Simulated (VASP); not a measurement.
Input of a VASP 6.6.1 run:

The input POSCAR:

```
Mg2NCl
1.0
    1.6466125274      0.9506721860      5.9379615217
   -1.6466125274      0.9506721860      5.9379615217
    0.0000000000     -1.9013443719      5.9379615217
Mg N Cl
2 1 1
Direct
    0.2229104119      0.2229104119      0.2229104119
    0.7770895881      0.7770895881      0.7770895881
    0.5000000000      0.5000000000      0.5000000000
    0.0000000000      0.0000000000      0.0000000000
```

INCAR.step1

```
PREC = Accurate
ENCUT = 520
ISMEAR = 0
SIGMA = 0.01
LREAL = F
LASPH = T
NELM = 100
NBANDS = 16
GGA = PE
ALGO = Normal
EDIFF = 1E-4
LWAVE = T
LCHARG = F
```

Contents of INCAR.step2:

```
PREC = Accurate
ENCUT = 520
EDIFF = 1E-6
ISMEAR = 0
SIGMA = 0.01
LREAL = F
LASPH = T
NELM = 100
ALGO = Normal
ISIF = 2
LWAVE = F
LCHARG = F
METAGGA = R2SCAN
LMIXTAU = T
NBANDS = 16
ISTART = 1
```

Contents of KPOINTS:

```
regular mesh
0
Gamma
  10 10 10
```

Potentials or basis: VASP PAW PBE potentials, release 64 (Mg, N, Cl).

Launch:

```sh
$ cat potpaw_PBE.64/Mg/POTCAR potpaw_PBE.64/N/POTCAR potpaw_PBE.64/Cl/POTCAR > POTCAR
$ cp INCAR.step1 INCAR
$ mpirun -np 1 vasp_std > vasp.out
$ cp INCAR.step2 INCAR
$ mpirun -np 1 vasp_std > vasp.out
```

Question: Estimate the band gap on the k mesh.

Answer: 3.08 eV.

Question: Estimate the pressure.

Answer: -0.5 GPa.

Stress tensor (GPa, compression positive):
```
-0.50  0.00  0.00
 0.00 -0.50  0.00
 0.00  0.00 -0.64
```

Caveat: the PAW data sets were made with another functional, which shifts forces and pressure a little. A k mesh can miss the band edges.
